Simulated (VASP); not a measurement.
Here is a VASP 6.6.1 calculation.

File INCAR:

```
PREC     = Accurate       # precision mode
ENCUT    = 500            # plane-wave cutoff, eV
EDIFF    = 1E-6           # SCF threshold, eV
ISMEAR   = -1             # smearing method
SIGMA    = 0.1            # smearing width, eV
LREAL    = False          # projectors in reciprocal space
LASPH    = True           # aspherical terms in the spheres
NELM     = 120            # most SCF steps
ALGO     = Normal         # electronic algorithm
ISIF     = 2              # what is computed and relaxed
LWAVE    = False          # write WAVECAR
LCHARG   = True           # write CHGCAR
LELF     = True           # ELF
LVHAR    = True         
NBANDS   = 96             # bands
GGA_COMPAT= False
```

File KPOINTS:

```
Automatic mesh
0
Gamma
  2 3 3
```

POSCAR

```
Sn
1.0
   -5.6839560000      5.6839560000      5.6839560000
    3.7893040000     -3.7893040000      3.7893040000
    3.7893040000      3.7893040000     -3.7893040000
Sn
12
Direct
    0.0000000000      0.0000000000      0.0000000000
    0.0000000000      0.0000000000      0.5000000000
    0.0000000000      0.5000000000      0.0000000000
    0.0000000000      0.5000000000      0.5000000000
    0.3333333333      0.0000000000      0.0000000000
    0.3333333333      0.0000000000      0.5000000000
    0.3333333333      0.5000000000      0.0000000000
    0.3333333333      0.5000000000      0.5000000000
    0.6666666667      0.0000000000      0.0000000000
    0.6666666667      0.0000000000      0.5000000000
    0.6666666667      0.5000000000      0.0000000000
    0.6666666667      0.5000000000      0.5000000000
```

Potentials or basis: VASP PAW LDA potentials, release 64 (Sn_d).

The run is started by

```sh
$ cat potpaw_LDA.64/Sn_d/POTCAR > POTCAR
$ mpirun -np 1 vasp_std > vasp.out
```

Q: What does it give for the pressure?

A: -3.5 GPa.

Q: Predict the band gap on the k mesh.

A: Zero (bands 84 and 85 overlap by 1.81 eV).

Caveat: the k points lie up to 0.39 Å⁻¹ apart, too coarse for converged energies and pressures of a metal; spin-orbit coupling is left out, which moves the levels of the heavy elements.
